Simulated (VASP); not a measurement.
A run of VASP 6.6.1:

The input POSCAR:

```
BeTe
1.0
    0.0000000000      2.8000497143      2.8000497143
    2.8000497143      0.0000000000      2.8000497143
    2.8000497143      2.8000497143      0.0000000000
Be Te
1 1
Direct
    0.0000000000      0.0000000000      0.0000000000
    0.2500000000      0.2500000000      0.2500000000
```

INCAR.step1

```
PREC = Accurate
ENCUT = 520
ISMEAR = 0
SIGMA = 0.01
LREAL = False
LASPH = True
NELM = 60
NBANDS = 11
GGA = PE
ALGO = Normal
EDIFF = 1E-4
LWAVE = True
LCHARG = False
```

Contents of INCAR.step2:

```
PREC = Accurate
ENCUT = 520
EDIFF = 1E-6
ISMEAR = 0
SIGMA = 0.01
LREAL = False
LASPH = True
NELM = 60
ALGO = Normal
ISIF = 2
LWAVE = False
LCHARG = False
METAGGA = R2SCAN
LMIXTAU = True
NBANDS = 11
ISTART = 1
```

KPOINTS

```
regular mesh
0
Gamma
  6 6 6
```

Potentials or basis: VASP PAW PBE potentials, release 64 (Be, Te).

Launch:

```console
$ cat potpaw_PBE.64/Be/POTCAR potpaw_PBE.64/Te/POTCAR > POTCAR
$ cp INCAR.step1 INCAR
$ mpirun -np 1 vasp_std > vasp.out
$ cp INCAR.step2 INCAR
$ mpirun -np 1 vasp_std > vasp.out
```

Hardware: 1 thread of Intel(R) Xeon(R) Platinum 8375C CPU @ 2.90GHz (Ice Lake), with other jobs on the host.

Question: How long does it take, and how much memory?

Answer: Wall time 33 s on 1 thread of Intel(R) Xeon(R) Platinum 8375C CPU @ 2.90GHz (Ice Lake), on a shared host, peak memory 0.17 GiB. Counts: k points 16.
